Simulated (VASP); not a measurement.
**Ni3Ge: relaxation of cell and atoms with PBEsol**

The system is Ni3Ge.

```xyz
4
Lattice="3.3991 0.0000 0.0000 0.0000 3.3991 0.0000 0.0000 0.0000 3.3991" Properties=species:S:1:pos:R:3 pbc="T T T"
Ni    1.6996    0.0000    1.6996
Ni    0.0000    1.6996    1.6996
Ni    1.6996    1.6996    0.0000
Ge    0.0000    0.0000    0.0000
```

| Quantity | Value |
| --- | --- |
| Program | VASP 6.6.1 |
| Task | relaxation of cell and atoms |
| Functional | PBEsol |
| Potentials or basis | VASP PAW PBE potentials, release 64 (Ni, Ge_d) |
| Cutoff | 600 eV |
| k mesh | 12 × 12 × 12 |
| Occupations | gaussian, width 0.1 eV |
| Spin | no spin polarisation |
| Target pressure | 30 GPa |
| Dipole correction | no |
| Further INCAR settings | ALGO = Fast; EDIFF = 1e-06; IBRION = 2; EDIFFG = -0.008; NSW = 70; ISIF = 3 |

The relaxed volume is 9.85 Å³/atom and the relaxed cell is a = 3.403 Å, b = 3.403 Å, c = 3.403 Å, α = 90.00°, β = 90.00°, γ = 90.00°. The space group after relaxing (to 0.05 Å) is Pm-3m (No. 221) and the energy change on relaxing (the enthalpy is what falls) is -5.8 meV/atom. The ionic steps are 3, the pressure after relaxing is 30.0 GPa and the band gap on the k mesh is zero (band 22 reaches 11.98 eV, above the bottom of band 23 at 11.70 eV).

The path:
| step | energy change (eV) | largest force (eV/Å) | pressure (GPa) | volume (Å³) |
| --- | --- | --- | --- | --- |
| 1 | 0.0000 | 0.0000 | 31.26 | 39.27 |
| 2 | -0.0798 | 0.0000 | 27.09 | 39.71 |
| 3 | -0.0232 | 0.0000 | 30.02 | 39.40 |

Final structure:
```
CELL_PARAMETERS angstrom
3.40263 0.00000 0.00000
0.00000 3.40263 0.00000
0.00000 0.00000 3.40263
ATOMIC_POSITIONS crystal
Ni 0.50000 0.00000 0.50000
Ni 0.00000 0.50000 0.50000
Ni 0.50000 0.50000 0.00000
Ge 0.00000 0.00000 0.00000
```

Levels at points of the mesh, in eV from the Fermi level:
```csv
k point,band 20,band 21,band 22,band 23,band 24,band 25
"(0.00, 0.00, 0.00)",-0.68,-0.33,0.04,0.04,0.04,5.00
"(0.50, 0.00, 0.00)",-1.35,-0.63,0.04,4.04,4.04,5.60
"(0.50, 0.50, 0.00)",-1.30,-1.10,-1.09,0.75,0.75,6.42
"(0.50, 0.50, 0.50)",-1.37,-0.78,-0.23,-0.23,-0.23,1.12
```

Run time: 2.4 min on 1 thread of Intel(R) Xeon(R) 6975P-C (Granite Rapids), with other jobs on the host, peak memory 0.23 GiB.

Caveat: the cell is relaxed towards a set pressure, so the enthalpy falls and the energy may rise; the PAW data sets were made with another functional, which shifts forces and pressure a little. Spin polarisation is off, so any magnetic state and its effect on volume and gap are missing.
